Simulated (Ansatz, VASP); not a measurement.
## Two plane-wave programs on W

```xyz
1
Lattice="0.0000 1.9779 1.9779 1.9779 0.0000 1.9779 1.9779 1.9779 0.0000" Properties=species:S:1:pos:R:3 pbc="T T T"
W     0.0000    0.0000    0.0000
```

Alike in both runs: task single point; functional PBEsol; k mesh 12 × 12 × 12; occupations fermi-dirac, width 0.05 eV; no spin polarisation.

|  | VASP | Ansatz |
| --- | --- | --- |
| version | VASP 6.6.1 | Ansatz 0.2.0 |
| potentials or method | VASP PAW PBE potentials, release 64 (W_sv), cutoff 520 eV | plane waves, PAW |
| valence electrons in the cell | 14 | 14 |

|  | VASP | Ansatz | Ansatz less VASP |
| --- | --- | --- | --- |
| pressure (GPa) | 10.5 | 9.7 | -0.82 |

VASP's potentials were made for PBE, not for PBEsol.

Neither program's run includes spin-orbit coupling.
